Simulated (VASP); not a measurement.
# Cd2O in VASP: a series of runs

Cd2O is run at these levels: PBE; tasks: single point, relaxation of cell and atoms.

Program: VASP 6.6.1. These are calculated values, not measurements. Logs are shortened: lines on timing, memory, paths and dates and some standing lists are left out, and cuts for length are marked.

### 1 The cell of the first run

The structure is trigonal, space group P-3m1 (No. 164). The conventional cell has a = 3.386 Å, b = 3.386 Å, c = 10.155 Å, α = 90.00°, β = 90.00°, γ = 120.00°. Cd (site symmetry -3m) has 6 O at 2.39 Å within 3.2 Å. Cd (site symmetry 3m) has 3 O at 2.41 Å and 3 Cd at 3.02 Å within 3.2 Å. Cd (site symmetry -3m) has 12 Cd at 3.02 to 3.39 Å within 4.0 Å. Within 3.2 Å of O (site symmetry 3m) lie 6 Cd at 2.39 to 2.41 Å.

### 2 Single point, PBE

INCAR reads:

```
ALGO     = Normal         # electronic algorithm
EDIFF    = 1E-7           # SCF threshold, eV
ENCUT    = 520            # plane-wave cutoff, eV
GGA      = PE             # functional
ISIF     = 2              # what is computed and relaxed
ISMEAR   = 0              # smearing method
LASPH    = True           # aspherical terms in the spheres
LCHARG   = True           # write CHGCAR
LELF     = True           # ELF
LREAL    = False          # projectors in reciprocal space
LVHAR    = True         
LWAVE    = False          # write WAVECAR
NBANDS   = 39             # bands
NELM     = 80             # most SCF steps
PREC     = Accurate       # precision mode
SIGMA    = 0.2            # smearing width, eV
```

KPOINTS reads:

```
k-points
0
Gamma
  6 6 2
```

POSCAR reads:

```
Cd2O
1.0
    3.3862599053      0.0000000000      0.0000000000
   -1.6931299527      2.9325871018      0.0000000000
    0.0000000000      0.0000000000     10.1546388697
Cd O
4 2
Direct
    0.0000000000      0.0000000000      0.0000000000
    0.3333333333      0.6666666667      0.7261912798
    0.6666666667      0.3333333333      0.2738087202
    0.0000000000      0.0000000000      0.5000000000
    0.3333333333      0.6666666667      0.1354127721
    0.6666666667      0.3333333333      0.8645872279
```

Potentials or basis: VASP PAW PBE potentials, release 64 (Cd, O).

The run is started by

```
> cat potpaw_PBE.64/Cd/POTCAR potpaw_PBE.64/O/POTCAR > POTCAR
> mpirun -np 1 vasp_std > vasp.out
```

OUTCAR:

```text
EDIFF = 1E-7
   ENCUT = 520
   GGA = PE
   ISIF = 2
   ISMEAR = 0
   LASPH = True
   LREAL = False
   NELM = 80
   PREC = Accurate

 ion  position               nearest neighbor table
   1  0.000  0.000  0.000-   5 2.39   6 2.39   6 2.39   5 2.39   6 2.39   5 2.39   2 3.40   3 3.40
                             2 3.40   3 3.40   3 3.40   2 3.40
   2  0.333  0.667  0.726-   6 2.41   6 2.41   6 2.41   4 3.02   4 3.02   4 3.02   1 3.40   1 3.40
                             1 3.40
   3  0.667  0.333  0.274-   5 2.41   5 2.41   5 2.41   4 3.02   4 3.02   4 3.02   1 3.40   1 3.40
                             1 3.40
   4  0.000  0.000  0.500-   2 3.02   3 3.02   3 3.02   2 3.02   3 3.02   2 3.02
   5  0.333  0.667  0.135-   1 2.39   1 2.39   1 2.39   3 2.41   3 2.41   3 2.41
   6  0.667  0.333  0.865-   1 2.39   1 2.39   1 2.39   2 2.41   2 2.41   2 2.41

  LATTYP: Found a hexagonal cell.
 ALAT       =     3.3862599053
 C/A-ratio  =     2.9987771623

  Lattice vectors:

 A1 = (   3.3862599053,   0.0000000000,   0.0000000000)
 A2 = (  -1.6931299527,   2.9325871018,   0.0000000000)
 A3 = (   0.0000000000,   0.0000000000,  10.1546388697)

Analysis of symmetry for initial positions (statically):
=====================================================================
 Subroutine PRICEL returns:
 Original cell was already a primitive cell.

 Routine SETGRP: Setting up the symmetry group for a
 hexagonal supercell.

 Subroutine GETGRP returns: Found 12 space group operations
 (whereof 12 operations were pure point group operations)
 out of a pool of 24 trial point group operations.

The static configuration has the point symmetry D_3d.

Analysis of symmetry for dynamics (positions and initial velocities):
=====================================================================
 Subroutine PRICEL returns:
 Original cell was already a primitive cell.

 Routine SETGRP: Setting up the symmetry group for a
 hexagonal supercell.

 Subroutine GETGRP returns: Found 12 space group operations
 (whereof 12 operations were pure point group operations)
 out of a pool of 24 trial point group operations.

The dynamic configuration has the point symmetry D_3d.

 Subroutine INISYM returns: Found 12 space group operations
 (whereof 12 operations are pure point group operations),
 and found     1 'primitive' translations

[... 93 lines left out ...]
   EDIFFG = 0.1E-05   stopping-criterion for IOM
   NSW    =      0    number of steps for IOM
   IBRION =     -1    ionic relax: 0-MD 1-quasi-New 2-CG
   NFREE  =      0    steps in history (QN), initial steepest desc. (CG)
   ISIF   =      2    stress and relaxation
   ISYM   =      2    0-nonsym 1-usesym 2-fastsym
   POTIM  = 0.5000    time-step for ionic-motion
   TEBEG  =    0.0;   TEEND  =   0.0 temperature during run
   PSTRESS=    0.0 pullay stress
   NELECT =      60.0000    total number of electrons
   NUPDOWN=      -1.0000    fix difference up-down
   EMIN   =  10.00;   EMAX   =-10.00  energy-range for DOS
   EFERMI =   0.00;   METHOD = LEGACY
   ISMEAR =     0;   SIGMA  =   0.20  broadening in eV -4-tet -1-fermi 0-gaus
   EFERMI_NEDOS =   21; number of points for ismear=-14 and -15
   IALGO  =     38    algorithm
   IMIX   =      4    mixing-type and parameters
     AMIX     =   0.40;   BMIX     =  1.00
     AMIX_MAG =   1.60;   BMIX_MAG =  1.00
  volume/ion in A,a.u.               =      16.81       113.42
  Fermi-wavevector in a.u.,A,eV,Ry     =   1.376935  2.602029 25.795955  1.895949
  Thomas-Fermi vector in A             =   2.502134
   LORBIT       =      0    0 simple, 1 ext, 2 COOP (PROOUT), +10 PAW based schemes
   GGA     = PE    functional components
   LHFCALC =     F    Hartree Fock is set to
   AEXX    =    0.0000 exact exchange contribution
   IVDW    =     0    specifies the selected vdW correction
   LEPSILON=     F    determine dielectric tensor
   LRPA    =     F    only Hartree local field effects (RPA)
 non-spin polarized calculation
 Gauss-broadening in eV      SIGMA  =   0.20
  energy-cutoff  :      520.00
  volume of cell :      100.84
 maximum number of plane-waves:      2762
 NGX is ok and might be reduce to    28
   NGX = 13   NGY = 13   NGZ = 37

 number of electron      59.9999998 magnetization

 Free energy of the ion-electron system (eV)
  ---------------------------------------------------
  ext. energy  EPLUGINS =         0.00000000
  ---------------------------------------------------
  free energy    TOTEN  =       -16.65672435 eV

  energy without entropy =      -16.62231425  energy(sigma->0) =      -16.63951930

 E-fermi :   2.7032     XC(G=0): -11.0693

 val. band max:        2.6869108355   @ k =   0.3333   0.3333   0.0000
 cond. band min:       2.8701185014   @ k =   0.1667   0.0000   0.0000
 fundamental gap:      0.1832076660
 Fermi energy:         2.7032155818

 k-point     1 :       0.0000    0.0000    0.0000
  band No.  band energies     occupation
      1     -15.6108      2.00000
      2     -15.2604      2.00000
      3      -6.4458      2.00000
      4      -6.2190      2.00000
      5      -6.2190      2.00000
      6      -6.0627      2.00000
[... 577 lines left out ...]
     38       8.6405      0.00000
     39       9.3937      0.00000

------------------------ aborting loop because EDIFF is reached ----------------------------------------

  FORCE on cell =-STRESS in cart. coord.  units (eV):
  Direction    XX          YY          ZZ          XY          YZ          ZX
  --------------------------------------------------------------------------------------
  -------------------------------------------------------------------------------------
  Total        0.5508899      0.5508899      0.7722939     -0.0000000      0.0000000     -0.0000000
  in kB        8.7526530      8.7526530     12.2703658     -0.0000000      0.0000000     -0.0000000
  external PRESSURE =       9.9252239 kB  Pullay stress =       0.0000000 kB

 VOLUME and BASIS-vectors are now :
 -----------------------------------------------------------------------------
  energy-cutoff  :      520.00
  volume of cell :      100.84
      direct lattice vectors                 reciprocal lattice vectors
     3.386259905  0.000000000  0.000000000     0.295311059  0.170497920  0.000000000
    -1.693129953  2.932587102  0.000000000     0.000000000  0.340995839  0.000000000
     0.000000000  0.000000000 10.154638870     0.000000000  0.000000000  0.098477160

 POSITION                                       TOTAL-FORCE (eV/Angst)
 -----------------------------------------------------------------------------------
      0.00000      0.00000      0.00000        -0.000000      0.000000      0.000000
     -0.00000      1.95506      7.37421        -0.000000     -0.000000     -0.017034
      1.69313      0.97753      2.78043         0.000000      0.000000      0.017034
      0.00000      0.00000      5.07732        -0.000000      0.000000      0.000000
     -0.00000      1.95506      1.37507        -0.000000     -0.000000     -0.053573
      1.69313      0.97753      8.77957        -0.000000      0.000000      0.053573
 -----------------------------------------------------------------------------------
    total drift:                                0.000000     -0.000000      0.000000

  FREE ENERGIE OF THE ION-ELECTRON SYSTEM (eV)
  ---------------------------------------------------
  free  energy   TOTEN  =       -16.6567243453 eV

  energy  without entropy=      -16.6223142527  energy(sigma->0) =      -16.63951930
```

stdout:

```text
POSCAR found type information on POSCAR CdO
 POSCAR found :  2 types and       6 ions
 scaLAPACK will be used
 LDA part: xc-table for (Slater+PW92), standard interpolation
 POSCAR, INCAR and KPOINTS ok, starting setup
 FFT: planning ... GRIDC
 FFT: planning ... GRID_SOFT
 FFT: planning ... GRID
 WAVECAR not read
 entering main loop
```

It took 50 s on 1 thread of Intel Xeon 6975P-C (Granite Rapids), shared host; peak memory 0.25 GiB.

Results:

* Free energy: -16.6567 eV
* Pressure: 1.0 GPa
* Largest force: 0.054 eV/Å
* Band gap on the k mesh: zero (bands 30 and 31 overlap by 1.25 eV)

Forces in eV/Å, atoms in the order of the input:
```
Cd   0.000  0.000  0.000
Cd   0.000  0.000 -0.017
Cd   0.000  0.000  0.017
Cd   0.000  0.000  0.000
O    0.000  0.000 -0.054
O    0.000  0.000  0.054
```

Levels at points of the mesh, in eV from the Fermi level:
| k point | band 26 | band 27 | band 28 | band 29 | band 30 | band 31 | band 32 | band 33 | band 34 | band 35 |
| --- | --- | --- | --- | --- | --- | --- | --- | --- | --- | --- |
| (0.00, 0.00, 0.00) | -2.37 | -2.37 | -2.02 | -1.79 | -1.79 | -1.27 | 2.17 | 3.75 | 8.95 | 9.11 |
| (0.50, 0.00, 0.00) | -3.08 | -2.98 | -2.03 | -1.81 | -1.36 | 0.53 | 1.28 | 3.61 | 4.24 | 4.79 |
| (0.00, 0.00, 0.50) | -3.41 | -2.37 | -2.37 | -1.80 | -1.80 | 0.47 | 0.64 | 5.23 | 6.30 | 10.35 |
| (0.50, 0.00, 0.50) | -3.06 | -2.95 | -2.05 | -1.88 | -1.68 | 1.01 | 1.42 | 2.95 | 4.11 | 5.49 |

[end of part 1 of 3]
